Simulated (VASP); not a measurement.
# SnO2 (Pnnm) in VASP: a series of runs, part 2 of 3

VASP 6.6.1. The steps go on from the part before.

## Step 3: Single point, LDA

This run uses another cell than the first one, of 13.52 Å³/atom, 1.032 times its volume.

Input file INCAR:

```
ALGO = Normal
EDIFF = 1E-6
ENCUT = 520
ISIF = 2
ISMEAR = 0
LASPH = True
LCHARG = False
LREAL = False
LWAVE = False
NBANDS = 35
NELM = 100
PREC = Accurate
SIGMA = 0.05
```

Input file KPOINTS:

```
k-points
0
Gamma
  6 6 8
```

Input file POSCAR:

```
SnO2
1.0
    4.9330604771      0.0000000000      0.0000000000
    0.0000000000      4.9336664808      0.0000000000
    0.0000000000      0.0000000000      3.3328025979
Sn O
2 4
Direct
    0.5000000000      0.5000000000      0.5000000000
    0.0000000000      0.0000000000      0.0000000000
    0.3059833077      0.3191552360      0.0000000000
    0.8059833077      0.1808447640      0.5000000000
    0.1940166923      0.8191552360      0.5000000000
    0.6940166923      0.6808447640      0.0000000000
```

Potentials or basis: VASP PAW LDA potentials, release 64 (Sn_d, O).

Launch:

```console
cat potpaw_LDA.64/Sn_d/POTCAR potpaw_LDA.64/O/POTCAR > POTCAR
mpirun -np 1 vasp_std > vasp.out
```

Run time: 2 min. Hardware: 1 thread of Intel Xeon 6975P-C (Granite Rapids), shared host; peak memory 0.3 GiB.

The run converged. Its results:

| Item | Value |
| --- | --- |
| Free energy | -41.6129 eV |
| Pressure | -18.7 GPa |
| Largest force | 0.340 eV/Å |
| Band gap on the k mesh | 0.15 eV, indirect (least direct gap 0.18 eV) |

Forces on the atoms (eV/Å):
```
Sn   0.000  0.000  0.000
Sn   0.000  0.000  0.000
O   -0.191 -0.281  0.000
O   -0.191  0.281  0.000
O    0.191 -0.281  0.000
O    0.191  0.281  0.000
```

Stress tensor (GPa, compression positive):
```
-16.57   0.00   0.00
  0.00 -16.50   0.00
  0.00   0.00 -23.01
```

Levels at points of the mesh, in eV from the valence-band top:
```
           k point  band 22  band 23  band 24  band 25  band 26  band 27  band 28  band 29  band 30  band 31
(0.00, 0.00, 0.00)    -1.22    -1.19    -0.58    -0.56    -0.03     0.15     4.68     5.55     5.59     9.58
(0.50, 0.00, 0.00)    -1.59    -1.16    -1.16    -0.45    -0.45     3.13     3.13     6.05     6.05     9.39
(0.00, 0.50, 0.00)    -1.63    -1.16    -1.16    -0.53    -0.53     3.20     3.20     6.23     6.23     9.34
(0.50, 0.50, 0.00)    -1.54    -1.27    -1.27    -0.66    -0.66     3.37     3.37     6.46     6.46     9.52
(0.00, 0.00, 0.50)    -2.27    -1.27    -1.27    -1.01    -1.01     4.89     4.89     8.82     8.82     9.22
(0.50, 0.00, 0.50)    -1.51    -0.79    -0.79    -0.69    -0.69     5.15     5.15     7.00     7.00     9.61
(0.00, 0.50, 0.50)    -1.40    -0.84    -0.84    -0.65    -0.65     5.12     5.12     6.90     6.90     9.83
(0.50, 0.50, 0.50)    -2.22    -0.83    -0.83    -0.59    -0.59     3.93     3.93     7.84     7.84     9.72
```

Caveat: spin-orbit coupling is left out, which moves the levels of the heavy elements. A k mesh can miss the band edges.

## Step 4: Single point, LDA

This run uses another cell than the first one, of 13.52 Å³/atom, 1.032 times its volume.

Input file INCAR:

```
SYSTEM = SnO2
PREC     = Accurate       ! precision mode
ENCUT    = 520            ! plane-wave cutoff, eV
EDIFF    = 1E-6           ! SCF threshold, eV
ISMEAR   = 0              ! smearing method
SIGMA    = 0.05           ! smearing width, eV
LREAL    = .FALSE.        ! projectors in reciprocal space
LASPH    = .TRUE.         ! aspherical terms in the spheres
NELM     = 80             ! most SCF steps
ALGO     = Normal         ! electronic algorithm
ISIF     = 2              ! what is computed and relaxed
LWAVE    = .FALSE.        ! write WAVECAR
LCHARG   = .FALSE.        ! write CHGCAR
GGA      = CA             ! functional
NBANDS   = 35             ! bands
```

Input file KPOINTS:

```
regular mesh
0
G
  6 6 8
  0 0 0
```

Input file POSCAR:

```
SnO2
1.0
    4.9330604771      0.0000000000      0.0000000000
    0.0000000000      4.9336664808      0.0000000000
    0.0000000000      0.0000000000      3.3328025979
Sn O
2 4
Direct
    0.5000000000      0.5000000000      0.5000000000
    0.0000000000      0.0000000000      0.0000000000
    0.3059833077      0.2932176170      0.0000000000
    0.8059833077      0.2067823830      0.5000000000
    0.1940166923      0.7932176170      0.5000000000
    0.6940166923      0.7067823830      0.0000000000
```

Potentials or basis: VASP PAW LDA potentials, release 64 (Sn_d, O).

Launch:

```console
cat potpaw_LDA.64/Sn_d/POTCAR potpaw_LDA.64/O/POTCAR > POTCAR
mpirun -np 1 vasp_std > vasp.out
```

OUTCAR:

```text
SYSTEM = SnO2
   PREC = Accurate
   ENCUT = 520
   EDIFF = 1E-6
   ISMEAR = 0
   LREAL = .FALSE.
   LASPH = .TRUE.
   NELM = 80
   ISIF = 2
   GGA = CA

 ion  position               nearest neighbor table
   1  0.500  0.500  0.500-   5 2.09   4 2.09   6 2.18   6 2.18   3 2.18   3 2.18
   2  0.000  0.000  0.000-   3 2.09   6 2.09   4 2.18   4 2.18   5 2.18   5 2.18
   3  0.306  0.293  0.000-   2 2.09   1 2.18   1 2.18
   4  0.806  0.207  0.500-   1 2.09   2 2.18   2 2.18
   5  0.194  0.793  0.500-   1 2.09   2 2.18   2 2.18
   6  0.694  0.707  0.000-   2 2.09   1 2.18   1 2.18

  LATTYP: Found a simple orthorhombic cell.
 ALAT       =     3.3328025979
 B/A-ratio  =     1.4801538142
 C/A-ratio  =     1.4803356442

  Lattice vectors:

 A1 = (   0.0000000000,   0.0000000000,   3.3328025979)
 A2 = (   4.9330604771,   0.0000000000,   0.0000000000)
 A3 = (   0.0000000000,   4.9336664808,   0.0000000000)

Analysis of symmetry for initial positions (statically):
=====================================================================
 Subroutine PRICEL returns:
 Original cell was already a primitive cell.

 Routine SETGRP: Setting up the symmetry group for a
 simple orthorhombic supercell.

 Subroutine GETGRP returns: Found  8 space group operations
 (whereof  4 operations were pure point group operations)
 out of a pool of  8 trial point group operations.

The static configuration has the point symmetry C_2h.
 The point group associated with its full space group is D_2h.

Analysis of symmetry for dynamics (positions and initial velocities):
=====================================================================
 Subroutine PRICEL returns:
 Original cell was already a primitive cell.

 Routine SETGRP: Setting up the symmetry group for a
 simple orthorhombic supercell.

 Subroutine GETGRP returns: Found  8 space group operations
 (whereof  4 operations were pure point group operations)
 out of a pool of  8 trial point group operations.

The dynamic configuration has the point symmetry C_2h.
 The point group associated with its full space group is D_2h.

 Subroutine INISYM returns: Found  8 space group operations
 (whereof  4 operations are pure point group operations),
 and found     1 'primitive' translations

----------------------------------------------------------------------------------------

                                     Primitive cell

  volume of cell :      81.1140

  direct lattice vectors                    reciprocal lattice vectors
     4.933060477  0.000000000  0.000000000     0.202713915  0.000000000  0.000000000
     0.000000000  4.933666481  0.000000000     0.000000000  0.202689015  0.000000000
     0.000000000  0.000000000  3.332802598     0.000000000  0.000000000  0.300047774

  length of vectors
     4.933060477  4.933666481  3.332802598     0.202713915  0.202689015  0.300047774

  position of ions in fractional coordinates (direct lattice)
     0.500000000  0.500000000  0.500000000
     0.000000000  0.000000000  0.000000000
     0.305983308  0.293217617  0.000000000
     0.805983308  0.206782383  0.500000000
     0.194016692  0.793217617  0.500000000
     0.694016692  0.706782383  0.000000000

  ion indices of the primitive-cell ions
   primitive index   ion index
[... 26 lines left out ...]
     0.000000000  0.000000000  0.000000000

 Subroutine IBZKPT returns following result:
 ===========================================

 Found     80 irreducible k-points:

 Following reciprocal coordinates:
            Coordinates               Weight
  0.000000  0.000000  0.000000      1.000000
  0.166667  0.000000  0.000000      2.000000
  0.333333  0.000000  0.000000      2.000000
  0.500000  0.000000  0.000000      1.000000
  0.000000  0.166667  0.000000      2.000000
  0.166667  0.166667  0.000000      4.000000
[... 16 lines left out ...]
  0.333333  0.166667  0.125000      8.000000
  0.500000  0.166667  0.125000      4.000000
 [... further k-points ...]
   k-points           NKPTS =     80   k-points in BZ     NKDIM =     80   number of bands    NBANDS=     35
   number of dos      NEDOS =    301   number of ions     NIONS =      6
   total plane-waves  NPLWV =  44800
   dimension x,y,z NGX =    40 NGY =   40 NGZ =   28
   dimension x,y,z NGXF=    80 NGYF=   80 NGZF=   56
   ions per type =               2   4
   NGX,Y,Z   is equivalent  to a cutoff of  13.48, 13.48, 13.97 a.u.
   NGXF,Y,Z  is equivalent  to a cutoff of  26.96, 26.96, 27.93 a.u.
 SYSTEM =  SnO2
   PREC   = accura    normal or accurate (medium, high low for compatibility)
   ISTART =      0    job   : 0-new  1-cont  2-samecut
   ICHARG =      2    charge: 1-file 2-atom 10-const
   ISPIN  =      1    spin polarized calculation?
   LNONCOLLINEAR =      F non collinear calculations
   LSORBIT =      F    spin-orbit coupling
   LASPH  =      T    aspherical Exc in radial PAW
   ENCUT  =  520.0 eV  38.22 Ry    6.18 a.u.   9.17  9.17  6.20*2*pi/ulx,y,z
   NELM   =     80;   NELMIN=  2; NELMDL= -5     # of ELM steps
   EDIFF  = 0.1E-05   stopping-criterion for ELM
   LREAL  =      F    real-space projection
   EDIFFG = 0.1E-04   stopping-criterion for IOM
   NSW    =      0    number of steps for IOM
   IBRION =     -1    ionic relax: 0-MD 1-quasi-New 2-CG
   NFREE  =      0    steps in history (QN), initial steepest desc. (CG)
   ISIF   =      2    stress and relaxation
   ISYM   =      2    0-nonsym 1-usesym 2-fastsym
   POTIM  = 0.5000    time-step for ionic-motion
   TEBEG  =    0.0;   TEEND  =   0.0 temperature during run
   PSTRESS=    0.0 pullay stress
   NELECT =      52.0000    total number of electrons
   NUPDOWN=      -1.0000    fix difference up-down
   EMIN   =  10.00;   EMAX   =-10.00  energy-range for DOS
   EFERMI =   0.00;   METHOD = LEGACY
   ISMEAR =     0;   SIGMA  =   0.05  broadening in eV -4-tet -1-fermi 0-gaus
   EFERMI_NEDOS =   21; number of points for ismear=-14 and -15
   IALGO  =     38    algorithm
   IMIX   =      4    mixing-type and parameters
     AMIX     =   0.40;   BMIX     =  1.00
     AMIX_MAG =   1.60;   BMIX_MAG =  1.00
  volume/ion in A,a.u.               =      13.52        91.23
  Fermi-wavevector in a.u.,A,eV,Ry     =   1.411597  2.667531 27.111045  1.992606
  Thomas-Fermi vector in A             =   2.533432
   LORBIT       =      0    0 simple, 1 ext, 2 COOP (PROOUT), +10 PAW based schemes
   GGA     = CA    functional components
   LHFCALC =     F    Hartree Fock is set to
   AEXX    =    0.0000 exact exchange contribution
   IVDW    =     0    specifies the selected vdW correction
   LEPSILON=     F    determine dielectric tensor
   LRPA    =     F    only Hartree local field effects (RPA)
 non-spin polarized calculation
 Gauss-broadening in eV      SIGMA  =   0.05
  energy-cutoff  :      520.00
  volume of cell :       81.11
 maximum number of plane-waves:      2208
 NGX is ok and might be reduce to    40
   NGX = 19   NGY = 19   NGZ = 13

 number of electron      52.0000023 magnetization

 Free energy of the ion-electron system (eV)
  ---------------------------------------------------
  ext. energy  EPLUGINS =         0.00000000
  ---------------------------------------------------
  free energy    TOTEN  =       -41.49184537 eV

  energy without entropy =      -41.49178352  energy(sigma->0) =      -41.49181445

 E-fermi :   4.4347     XC(G=0): -11.1666

 val. band max:        4.3611275804   @ k =   0.0000   0.1667   0.0000
 cond. band min:       4.4911493404   @ k =   0.0000   0.0000   0.0000
 fundamental gap:      0.1300217600
 Fermi energy:         4.4347343512

 k-point     1 :       0.0000    0.0000    0.0000
  band No.  band energies     occupation
      1     -16.4507      2.00000
      2     -15.9326      2.00000
      3     -15.8300      2.00000
      4     -15.7919      2.00000
      5     -15.7911      2.00000
      6     -15.7699      2.00000
[... 901 lines left out ...]
     34      15.1200      0.00000
     35      15.9373      0.00000

 [... further k-points ...]
[... 5 lines left out ...]
  --------------------------------------------------------------------------------------
  -------------------------------------------------------------------------------------
  Total       -9.3024687     -9.8066477    -11.7983846      0.0000000      0.0000000      0.0000000
  in kB     -183.7439226   -193.7025498   -233.0436720      0.0000000      0.0000000      0.0000000
  external PRESSURE =    -203.4967148 kB  Pullay stress =       0.0000000 kB

 VOLUME and BASIS-vectors are now :
 -----------------------------------------------------------------------------
  energy-cutoff  :      520.00
  volume of cell :       81.11
      direct lattice vectors                 reciprocal lattice vectors
     4.933060477  0.000000000  0.000000000     0.202713915  0.000000000  0.000000000
     0.000000000  4.933666481  0.000000000     0.000000000  0.202689015  0.000000000
     0.000000000  0.000000000  3.332802598     0.000000000  0.000000000  0.300047774

 POSITION                                       TOTAL-FORCE (eV/Angst)
 -----------------------------------------------------------------------------------
      2.46653      2.46683      1.66640         0.000000     -0.000000      0.000000
      0.00000      0.00000      0.00000         0.000000     -0.000000      0.000000
      1.50943      1.44664      0.00000         0.625155      0.729764      0.000000
      3.97596      1.02020      1.66640         0.625155     -0.729764      0.000000
      0.95710      3.91347      1.66640        -0.625155      0.729764      0.000000
      3.42363      3.48703      0.00000        -0.625155     -0.729764      0.000000
 -----------------------------------------------------------------------------------
    total drift:                               -0.000000     -0.000000     -0.000000

  FREE ENERGIE OF THE ION-ELECTRON SYSTEM (eV)
  ---------------------------------------------------
  free  energy   TOTEN  =       -41.4918453739 eV

  energy  without entropy=      -41.4917835172  energy(sigma->0) =      -41.49181445
```

Run time: 1.7 min. Hardware: 1 thread of Intel Xeon 6975P-C (Granite Rapids), shared host; peak memory 0.29 GiB.

Results:

* Free energy: -41.4918 eV
* Pressure: -20.3 GPa
* Largest force: 0.961 eV/Å
* Band gap on the k mesh: 0.13 eV, indirect (least direct gap 0.40 eV)

Forces on the atoms (eV/Å):
```
Sn   0.000  0.000  0.000
Sn   0.000  0.000  0.000
O    0.625  0.730  0.000
O    0.625 -0.730  0.000
O   -0.625  0.730  0.000
O   -0.625 -0.730  0.000
```

Caveat: spin-orbit coupling is left out, which moves the levels of the heavy elements. A k mesh can miss the band edges.

(Continued in part 3 of 3.)
